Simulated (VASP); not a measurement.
Write the native input for VASP 6.6.1 that does the following.

```
Task                   : single point
Functional             : PBEsol
Potentials or basis    : VASP PAW PBE potentials, release 64 (Mg, O)
Cutoff                 : 520 eV
k mesh                 : 6 × 6 × 6
Occupations            : gaussian, width 0.05 eV
Spin                   : no spin polarisation
Dipole correction      : no
Further INCAR settings : ALGO = Normal; EDIFF = 1e-06; NBANDS = 26
```

The structure of MgO lies in POSCAR:

```
MgO
1.0
    4.2142114404      0.0000000000      0.0000000000
    0.0000000000     -4.2142114404      0.0000000000
    0.0000000000      0.0000000000     -4.2142114404
Mg O
4 4
Direct
    0.0000000000      0.0000000000      0.0000000000
    0.5000000000      0.5000000000      0.0000000000
    0.5000000000      0.0000000000      0.5000000000
    0.0000000000      0.5000000000      0.5000000000
    0.5237292318      0.0000000000      0.0000000000
    0.0000000000      0.5000000000      0.0000000000
    0.0000000000      0.0000000000      0.5000000000
    0.5000000000      0.5000000000      0.5000000000
```

This cell differs from its parent crystal: atom 5 (O) moved -0.100 Å towards its neighbour atom 1 (Mg) at 2.107 Å.

These files were run (other wordings do the same):

INCAR

```
ALGO = Normal
EDIFF = 1E-6
ENCUT = 520
GGA = PS
ISIF = 2
ISMEAR = 0
LASPH = T
LCHARG = F
LREAL = F
LWAVE = F
NBANDS = 26
NELM = 60
PREC = Accurate
SIGMA = 0.05
```

KPOINTS

```
k-points
0
Gamma
  6 6 6
```

Potentials or basis: VASP PAW PBE potentials, release 64 (Mg, O).

Run with:

```bash
$ cat potpaw_PBE.64/Mg/POTCAR potpaw_PBE.64/O/POTCAR > POTCAR
$ mpirun -np 1 vasp_std > vasp.out
```

It gave:

```json
{
 "Pressure": "-0.2 GPa",
 "Largest force": "1.108 eV/Å",
 "Band gap on the k mesh": "4.60 eV"
}
```

Caveat: the cell differs from its parent crystal (atom 5 (O) moved -0.100 Å towards its neighbour atom 1 (Mg) at 2.107 Å); the PAW data sets were made with another functional, which shifts forces and pressure a little.

It took 43 s on 1 thread of Intel(R) Xeon(R) Platinum 8259CL CPU @ 2.50GHz (Skylake/Cascade Lake) (shared host), peak memory 0.2 GiB.
